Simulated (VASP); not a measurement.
# CsHoCu (P4/mmm) in VASP: further runs

CsHoCu is run at these levels: PBE; tasks: relaxation of cell and atoms, single point.

All numbers are computed with VASP 6.6.1; they aren't measurements. Logs are shortened: lines on timing, memory, paths and dates and some standing lists are left out, and cuts for length are marked.

**1. The cell of the first run**

Symmetry: P4/mmm, No. 123, tetragonal system. The conventional cell has a = 3.752 Å, b = 3.752 Å, c = 6.328 Å, α = 90.00°, β = 90.00°, γ = 90.00°. Cs (site symmetry 4/mmm) has 2 Ho at 3.16 Å and 4 Cs at 3.75 Å and 8 Cu at 4.13 Å within 4.2 Å. Ho (site symmetry 4/mmm) has 4 Cu at 2.65 Å and 2 Cs at 3.16 Å within 3.5 Å. Cu (site symmetry 4/mmm) has 4 Ho at 2.65 Å within 3.5 Å.

The cell was generated, and may not be a known phase.

**2. Relaxation of cell and atoms, PBE**

Contents of INCAR:

```
  PREC = Accurate
  ENCUT = 600
  EDIFF = 1E-7
  ISMEAR = 0
  SIGMA = 0.1
  LREAL = False
  LASPH = True
  NELM = 200
  ALGO = Normal
  ISIF = 3
  LWAVE = False
  LCHARG = False
  GGA = PE
  IBRION = 2
  NSW = 90
  EDIFFG = -0.04
  GGA_COMPAT = False
  NELMIN = 4
  LMAXMIX = 6
```

Contents of KPOINTS:

```
regular mesh
0
Gamma
  4 4 4
```

Contents of POSCAR:

```
CsHoCu
1.0
    3.7519853100      0.0000000000      0.0000000000
    0.0000000000      3.7519853100      0.0000000000
    0.0000000000      0.0000000000      6.3278179400
Cs Ho Cu
1 1 1
Direct
    0.0000000000      0.0000000000      0.5000000000
    0.0000000000      0.0000000000      0.0000000000
    0.5000000000      0.5000000000      0.0000000000
```

Potentials or basis: VASP PAW PBE potentials, release 64 (Cs_sv, Ho_3, Cu), 4f in core.

Command:

```console
$ cat potpaw_PBE.64/Cs_sv/POTCAR potpaw_PBE.64/Ho_3/POTCAR potpaw_PBE.64/Cu/POTCAR > POTCAR
$ mpirun -np 1 vasp_std > vasp.out
```

OUTCAR:

```text
PREC = Accurate
   ENCUT = 600
   EDIFF = 1E-7
   ISMEAR = 0
   LREAL = False
   LASPH = True
   NELM = 200
   ISIF = 3
   GGA = PE
   IBRION = 2
   NSW = 90
   EDIFFG = -0.04
   NELMIN = 4

 ion  position               nearest neighbor table
   1  0.000  0.000  0.500-   2 3.16   2 3.16
   2  0.000  0.000  0.000-   3 2.65   3 2.65   3 2.65   3 2.65   1 3.16   1 3.16
   3  0.500  0.500  0.000-   2 2.65   2 2.65   2 2.65   2 2.65

  LATTYP: Found a simple tetragonal cell.
 ALAT       =     3.7519853100
 C/A-ratio  =     1.6865252439

  Lattice vectors:

 A1 = (   3.7519853100,   0.0000000000,   0.0000000000)
 A2 = (   0.0000000000,   3.7519853100,   0.0000000000)
 A3 = (   0.0000000000,   0.0000000000,   6.3278179400)

Analysis of symmetry for initial positions (statically):
=====================================================================
 Subroutine PRICEL returns:
 Original cell was already a primitive cell.

 Routine SETGRP: Setting up the symmetry group for a
 simple tetragonal supercell.

 Subroutine GETGRP returns: Found 16 space group operations
 (whereof 16 operations were pure point group operations)
 out of a pool of 16 trial point group operations.

The static configuration has the point symmetry D_4h.

Analysis of symmetry for dynamics (positions and initial velocities):
=====================================================================
 Subroutine PRICEL returns:
 Original cell was already a primitive cell.

 Routine SETGRP: Setting up the symmetry group for a
 simple tetragonal supercell.

 Subroutine GETGRP returns: Found 16 space group operations
 (whereof 16 operations were pure point group operations)
 out of a pool of 16 trial point group operations.

The dynamic configuration has the point symmetry D_4h.

 Subroutine INISYM returns: Found 16 space group operations
 (whereof 16 operations are pure point group operations),
 and found     1 'primitive' translations

----------------------------------------------------------------------------------------

                                     Primitive cell

  volume of cell :      89.0792

  direct lattice vectors                    reciprocal lattice vectors
     3.751985310  0.000000000  0.000000000     0.266525564  0.000000000  0.000000000
     0.000000000  3.751985310  0.000000000     0.000000000  0.266525564  0.000000000
     0.000000000  0.000000000  6.327817940     0.000000000  0.000000000  0.158032360

  length of vectors
     3.751985310  3.751985310  6.327817940     0.266525564  0.266525564  0.158032360

  position of ions in fractional coordinates (direct lattice)
     0.000000000  0.000000000  0.500000000
     0.000000000  0.000000000  0.000000000
     0.500000000  0.500000000  0.000000000

  ion indices of the primitive-cell ions
   primitive index   ion index
                 1           1
                 2           2
                 3           3

----------------------------------------------------------------------------------------

 KPOINTS: regular mesh

Automatic generation of k-mesh.
 Grid dimensions read from file:
 generate k-points for:    4    4    4

 Generating k-lattice:

  Cartesian coordinates                     Fractional coordinates (reciprocal lattice)
     0.066631391  0.000000000  0.000000000     0.250000000  0.000000000  0.000000000
     0.000000000  0.066631391  0.000000000     0.000000000  0.250000000  0.000000000
     0.000000000  0.000000000  0.039508090     0.000000000  0.000000000  0.250000000

  Length of vectors
     0.066631391  0.066631391  0.039508090

  Shift w.r.t. Gamma in fractional coordinates (k-lattice)
     0.000000000  0.000000000  0.000000000

 Subroutine IBZKPT returns following result:
 ===========================================

 Found     18 irreducible k-points:

 Following reciprocal coordinates:
            Coordinates               Weight
  0.000000  0.000000  0.000000      1.000000
  0.250000  0.000000  0.000000      4.000000
  0.500000  0.000000  0.000000      2.000000
  0.250000  0.250000  0.000000      4.000000
  0.500000  0.250000  0.000000      4.000000
  0.500000  0.500000  0.000000      1.000000
[... 10 lines left out ...]
  0.500000  0.250000  0.500000      4.000000
  0.500000  0.500000  0.500000      1.000000
   k-points           NKPTS =     18   k-points in BZ     NKDIM =     18   number of bands    NBANDS=     18
   number of dos      NEDOS =    301   number of ions     NIONS =      3
   total plane-waves  NPLWV =  48600
   dimension x,y,z NGX =    30 NGY =   30 NGZ =   54
   dimension x,y,z NGXF=    60 NGYF=   60 NGZF=  108
   ions per type =               1   1   1
   NGX,Y,Z   is equivalent  to a cutoff of  13.29, 13.29, 14.19 a.u.
   NGXF,Y,Z  is equivalent  to a cutoff of  26.59, 26.59, 28.37 a.u.
 SYSTEM =  unknown system
   PREC   = accura    normal or accurate (medium, high low for compatibility)
   ISTART =      0    job   : 0-new  1-cont  2-samecut
[... 63 lines left out ...]
  --------------------------------------------------------------------------------------
  -------------------------------------------------------------------------------------
  Total        2.3453695      2.3453695      5.0760519      0.0000000      0.0000000     -0.0000000
  in kB       42.1837919     42.1837919     91.2978192      0.0000000      0.0000000     -0.0000000
  external PRESSURE =      58.5551344 kB  Pullay stress =       0.0000000 kB

 VOLUME and BASIS-vectors are now :
 -----------------------------------------------------------------------------
  energy-cutoff  :      600.00
  volume of cell :       89.08
      direct lattice vectors                 reciprocal lattice vectors
     3.751985310  0.000000000  0.000000000     0.266525564  0.000000000  0.000000000
     0.000000000  3.751985310  0.000000000     0.000000000  0.266525564  0.000000000
     0.000000000  0.000000000  6.327817940     0.000000000  0.000000000  0.158032360

 POSITION                                       TOTAL-FORCE (eV/Angst)
 -----------------------------------------------------------------------------------
      0.00000      0.00000      3.16391         0.000000      0.000000      0.000000
      0.00000      0.00000      0.00000         0.000000      0.000000      0.000000
      1.87599      1.87599      0.00000         0.000000      0.000000      0.000000
 -----------------------------------------------------------------------------------
    total drift:                                0.000000      0.000000      0.000000

  FREE ENERGIE OF THE ION-ELECTRON SYSTEM (eV)
  ---------------------------------------------------
  free  energy   TOTEN  =        -7.3951874528 eV
[... 128 lines left out ...]
 VOLUME and BASIS-vectors are now :
 -----------------------------------------------------------------------------
  energy-cutoff  :      600.00
  volume of cell :      112.04
      direct lattice vectors                 reciprocal lattice vectors
     3.908055862  0.000000000 -0.000000000     0.255881706  0.000000000  0.000000000
     0.000000000  3.908055862  0.000000000    -0.000000000  0.255881706  0.000000000
    -0.000000000 -0.000000000  7.335955330     0.000000000  0.000000000  0.136314898

 POSITION                                       TOTAL-FORCE (eV/Angst)
 -----------------------------------------------------------------------------------
     -0.00000     -0.00000      3.66798         0.000000      0.000000      0.000000
      0.00000     -0.00000      0.00000         0.000000      0.000000      0.000000
      1.95403      1.95403      7.33596        -0.000000     -0.000000      0.000000
 -----------------------------------------------------------------------------------
    total drift:                                0.000000      0.000000      0.000000

  FREE ENERGIE OF THE ION-ELECTRON SYSTEM (eV)
  ---------------------------------------------------
  free  energy   TOTEN  =        -7.8332265199 eV

  energy  without entropy=       -7.8188705906  energy(sigma->0) =       -7.82604856

--------------------------------------- Ionic step        6  -------------------------------------------

 number of electron      28.9999989 magnetization

 Free energy of the ion-electron system (eV)
  ---------------------------------------------------
  ext. energy  EPLUGINS =         0.00000000
  ---------------------------------------------------
  free energy    TOTEN  =        -7.83450512 eV

  energy without entropy =       -7.82023296  energy(sigma->0) =       -7.82736904

 E-fermi :   2.7206     XC(G=0):  -8.4409

 val. band max:        2.6768185394   @ k =   0.2500   0.2500   0.2500
 cond. band min:       2.7300575999   @ k =   0.5000   0.5000   0.5000
 fundamental gap:      0.0532390605
 Fermi energy:         2.7205923596

 k-point     1 :       0.0000    0.0000    0.0000
  band No.  band energies     occupation
      1     -22.1512      2.00000
      2     -21.8748      2.00000
      3     -21.8748      2.00000
      4     -21.0796      2.00000
      5      -7.9473      2.00000
      6      -7.2967      2.00000
[... 10 lines left out ...]
     17       3.6530      0.00000
     18       4.5148      0.00000

 k-point     2 :       0.2500    0.0000    0.0000
  band No.  band energies     occupation
      1     -22.1454      2.00000
      2     -21.9474      2.00000
      3     -21.8730      2.00000
      4     -21.0180      2.00000
      5      -7.9606      2.00000
      6      -7.8567      2.00000
[... 10 lines left out ...]
     17       3.8387      0.00000
     18       4.6116      0.00000
[... 347 lines left out ...]
 VOLUME and BASIS-vectors are now :
 -----------------------------------------------------------------------------
  energy-cutoff  :      600.00
  volume of cell :      111.91
      direct lattice vectors                 reciprocal lattice vectors
     3.894161557  0.000000000 -0.000000000     0.256794687  0.000000000  0.000000000
     0.000000000  3.894161557  0.000000000    -0.000000000  0.256794687  0.000000000
    -0.000000000 -0.000000000  7.379461590     0.000000000  0.000000000  0.135511241

 POSITION                                       TOTAL-FORCE (eV/Angst)
 -----------------------------------------------------------------------------------
     -0.00000      3.89416      3.68973        -0.000000     -0.000000      0.000000
      0.00000      3.89416      0.00000         0.000000      0.000000      0.000000
      1.94708      1.94708     -0.00000        -0.000000     -0.000000      0.000000
 -----------------------------------------------------------------------------------
    total drift:                                0.000000      0.000000      0.000000

  FREE ENERGIE OF THE ION-ELECTRON SYSTEM (eV)
  ---------------------------------------------------
  free  energy   TOTEN  =        -7.8345051150 eV

  energy  without entropy=       -7.8202329602  energy(sigma->0) =       -7.82736904

 reached required accuracy - stopping structural energy minimisation
```

Wall time 1.8 min (1 thread of AMD EPYC 9R45 (Zen 5), shared host); peak memory 0.22 GiB.

Results:

| Item | Value |
| --- | --- |
| Free energy | -7.8345 eV |
| Relaxed volume | 37.30 Å³/atom |
| Relaxed cell | a = 3.894 Å, b = 3.894 Å, c = 7.379 Å, α = 90.00°, β = 90.00°, γ = 90.00° |
| Space group after relaxing (to 0.1 Å) | P4/mmm (No. 123) |
| Energy gained by relaxing | 146.4 meV/atom |
| Ionic steps | 6 |
| Pressure after relaxing | 0.1 GPa |
| Band gap on the k mesh | zero (an odd number of electrons rules out a gap without spin polarisation) |

Step by step:
```
step  energy change (eV)  largest force (eV/Å)  pressure (GPa)  volume (Å³)
   1              0.0000                0.0000            5.86        89.08
   2             -0.3556                0.0000            1.05       103.76
   3             -0.3954                0.0000           -0.19       110.24
   4             -0.3979                0.0000           -0.56       112.58
   5             -0.4380                0.0000            0.00       112.04
   6             -0.4393                0.0000            0.14       111.91
```

Final structure:
```xyz
3
Lattice="3.8942 0.0000 0.0000 0.0000 3.8942 0.0000 0.0000 0.0000 7.3795" Properties=species:S:1:pos:R:3 pbc="T T T"
Cs    0.0000    3.8942    3.6897
Ho    0.0000    3.8942    0.0000
Cu    1.9471    1.9471    0.0000
```

Levels at points of the mesh, in eV from the Fermi level:
```
           k point  band 12  band 13  band 14  band 15  band 16  band 17
(0.00, 0.00, 0.00)    -3.11    -3.08    -0.24     0.15     0.50     0.93
(0.50, 0.00, 0.00)    -2.97    -2.43    -2.06    -1.23     0.38     0.75
(0.50, 0.50, 0.00)    -3.24    -2.54     0.46     0.47     0.52     0.52
(0.00, 0.00, 0.50)    -3.10    -2.93    -1.44     1.07     1.12     1.35
(0.50, 0.00, 0.50)    -2.97    -2.26    -2.18    -0.62     0.76     1.20
(0.50, 0.50, 0.50)    -3.24    -2.48     0.01     0.45     0.45     1.20
```

Caveat: the k points lie up to 0.40 Å⁻¹ apart in the final cell, too coarse for converged energies and pressures of a metal; the volume moved by over 15 % at a fixed basis, so the end points are rough; spin-orbit coupling is left out, which moves the levels of the heavy elements; the 4f electrons are frozen in the core, so they carry no moment and show no levels. Spin polarisation is off, so any magnetic state and its effect on volume and gap are missing.

**3. Single point, PBE**

This run uses another cell than the first one, of 38.00 Å³/atom.

Contents of INCAR:

```
SYSTEM = CsHoCu
PREC = Accurate
ENCUT = 600
EDIFF = 1E-6
ISMEAR = 0
SIGMA = 0.1
LREAL = .FALSE.
LASPH = .TRUE.
NELM = 200
ALGO = Normal
ISIF = 2
LWAVE = .FALSE.
LCHARG = .FALSE.
GGA = PE
NBANDS = 22
GGA_COMPAT = .FALSE.
LMAXMIX = 6
```

Contents of KPOINTS:

```
Automatic mesh
0
G
  12 12 6
  0 0 0
```

Contents of POSCAR:

```
CsHoCu
1.0
    3.9154787690      0.0000000000      0.0000000000
    0.0000000000      3.9154787690      0.0000000000
    0.0000000000      0.0000000000      7.4353316999
Cs Ho Cu
1 1 1
Direct
    0.0000000000      0.0000000000      0.5000000000
    0.0000000000      0.0000000000      0.0000000000
    0.5000000000      0.5000000000      0.0000000000
```

Potentials or basis: VASP PAW PBE potentials, release 64 (Cs_sv, Ho_3, Cu), 4f in core.

Command:

```console
$ cat potpaw_PBE.64/Cs_sv/POTCAR potpaw_PBE.64/Ho_3/POTCAR potpaw_PBE.64/Cu/POTCAR > POTCAR
$ mpirun -np 1 vasp_std > vasp.out
```

Run time: 2.7 min. Hardware: 1 thread of AMD EPYC 9R45 (Zen 5), shared host; peak memory 0.5 GiB.

The run converged. Its results:

* Free energy: -7.8885 eV
* Pressure: 0.0 GPa
* Band gap on the k mesh: zero (an odd number of electrons rules out a gap without spin polarisation)

Stress tensor (GPa, compression positive):
```
-0.05  0.00  0.00
 0.00 -0.05  0.00
 0.00  0.00  0.04
```

Levels at points of the mesh, in eV from the Fermi level:
| k point | band 12 | band 13 | band 14 | band 15 | band 16 | band 17 | band 18 | band 19 |
| --- | --- | --- | --- | --- | --- | --- | --- | --- |
| (0.00, 0.00, 0.00) | -2.96 | -2.95 | -0.23 | 0.18 | 0.51 | 1.02 | 1.79 | 2.49 |
| (0.50, 0.00, 0.00) | -2.82 | -2.31 | -1.96 | -1.13 | 0.43 | 0.86 | 1.80 | 2.63 |
| (0.50, 0.50, 0.00) | -3.06 | -2.42 | 0.48 | 0.48 | 0.58 | 0.58 | 1.09 | 1.09 |
| (0.00, 0.00, 0.50) | -2.95 | -2.80 | -1.41 | 1.11 | 1.17 | 1.34 | 1.56 | 2.78 |
| (0.50, 0.00, 0.50) | -2.83 | -2.16 | -2.06 | -0.53 | 0.87 | 1.17 | 1.65 | 2.14 |
| (0.50, 0.50, 0.50) | -3.06 | -2.36 | 0.04 | 0.51 | 0.51 | 1.26 | 1.26 | 1.89 |

Caveat: spin-orbit coupling is left out, which moves the levels of the heavy elements; the 4f electrons are frozen in the core, so they carry no moment and show no levels.

**4. Relaxation of cell and atoms, PBE**

This run uses another cell than the first one, of 37.23 Å³/atom.

Contents of INCAR:

```
ALGO = Normal
EDIFF = 1E-7
EDIFFG = -0.01
ENCUT = 600
GGA = PE
GGA_COMPAT = False
IBRION = 2
ISIF = 3
ISMEAR = 0
LASPH = True
LCHARG = False
LMAXMIX = 6
LREAL = False
LWAVE = False
NELM = 200
NELMIN = 4
NSW = 100
PREC = Accurate
SIGMA = 0.1
```

Contents of KPOINTS:

```
k-points
0
Gamma
  12 12 6
```

Contents of POSCAR:

```
CsHoCu
1.0
    3.8899518288      0.0000000000      0.0000000000
    0.0000000000      3.8899518288      0.0000000000
    0.0000000000      0.0000000000      7.3813029386
Cs Ho Cu
1 1 1
Direct
    0.0000000000      0.0000000000      0.5000000000
    0.0000000000      0.0000000000      0.0000000000
    0.5000000000      0.5000000000      0.0000000000
```

Command:

```console
$ cat potpaw_PBE.64/Cs_sv/POTCAR potpaw_PBE.64/Ho_3/POTCAR potpaw_PBE.64/Cu/POTCAR > POTCAR
$ mpirun -np 1 vasp_std > vasp.out
```

Run time: 11 min. Hardware: 1 thread of AMD EPYC 9R45 (Zen 5), shared host; peak memory 0.48 GiB.

The run converged. Its results:

| Quantity | Value |
| --- | --- |
| Free energy | -7.8884 eV |
| Relaxed volume | 38.01 Å³/atom |
| Relaxed cell | a = 3.914 Å, b = 3.914 Å, c = 7.442 Å, α = 90.00°, β = 90.00°, γ = 90.00° |
| Space group after relaxing (to 0.1 Å) | P4/mmm (No. 123) |
| Energy gained by relaxing | 1.0 meV/atom |
| Ionic steps | 7 |
| Pressure after relaxing | 0.0 GPa |
| Band gap on the k mesh | zero (an odd number of electrons rules out a gap without spin polarisation) |

Step by step:
| step | energy change (eV) | largest force (eV/Å) | pressure (GPa) | volume (Å³) |
| --- | --- | --- | --- | --- |
| 1 | 0.0000 | 0.0000 | 0.43 | 111.69 |
| 2 | -0.0025 | 0.0000 | 0.07 | 113.32 |
| 3 | -0.0025 | 0.0000 | 0.01 | 113.50 |
| 4 | -0.0025 | 0.0000 | 0.05 | 113.43 |
| 5 | -0.0025 | 0.0000 | 0.03 | 113.46 |
| 6 | -0.0028 | 0.0000 | 0.03 | 113.71 |
| 7 | -0.0030 | 0.0000 | 0.01 | 114.02 |

Final structure:
```
Cs Ho Cu
1.0
     3.91435    0.00000    0.00000
     0.00000    3.91435    0.00000
     0.00000    0.00000    7.44176
Cs Ho Cu
1 1 1
Cartesian
  0.0000 0.0000 3.7209
  0.0000 0.0000 0.0000
  1.9572 1.9572 0.0000
```

Levels at points of the mesh, in eV from the Fermi level:
```tsv
k point	band 11	band 12	band 13	band 14	band 15	band 16	band 17	band 18
(0.00, 0.00, 0.00)	-2.96	-2.96	-2.95	-0.23	0.17	0.51	1.02	1.79
(0.50, 0.00, 0.00)	-2.89	-2.83	-2.31	-1.96	-1.13	0.43	0.86	1.80
(0.50, 0.50, 0.00)	-3.20	-3.06	-2.42	0.47	0.49	0.58	0.58	1.09
(0.00, 0.00, 0.50)	-2.95	-2.95	-2.80	-1.41	1.10	1.17	1.34	1.55
(0.50, 0.00, 0.50)	-2.89	-2.83	-2.15	-2.06	-0.53	0.87	1.17	1.64
(0.50, 0.50, 0.50)	-3.17	-3.06	-2.36	0.04	0.52	0.52	1.26	1.26
```

Caveat: spin-orbit coupling is left out, which moves the levels of the heavy elements; the 4f electrons are frozen in the core, so they carry no moment and show no levels. Spin polarisation is off, so any magnetic state and its effect on volume and gap are missing.

**5. The runs side by side**

```csv
task,cell,k mesh,gap on the mesh (eV),pressure (GPa),relaxed volume (Å³/atom)
relaxation of cell and atoms,"relaxed from a = 3.752, b = 3.752, c = 6.328 Å, 3 atoms",4 × 4 × 4,none,0.1,37.30
single point,"a = 3.915, b = 3.915, c = 7.435 Å, 3 atoms",12 × 12 × 6,none,0.0,-
relaxation of cell and atoms,"relaxed from a = 3.890, b = 3.890, c = 7.381 Å, 3 atoms",12 × 12 × 6,none,0.0,38.01
```

Alike in all rows: level PBE; potentials or basis VASP PAW PBE potentials, release 64 (Cs_sv, Ho_3, Cu), 4f in core; no spin polarisation; cutoff (eV) 600; smearing gaussian 0.1 eV.

Caveats: some runs use coarse meshes; spin-orbit coupling is left out, which moves the levels of the heavy elements; the 4f electrons are frozen in the core, so they carry no moment and show no levels; the volume moved by over 15 % at a fixed basis, so the end points are rough (at least some runs).

Absolute energies hang on the potentials; compare differences alone.

The gap in the log of VASP goes by the Fermi energy; the results here count the filled bands.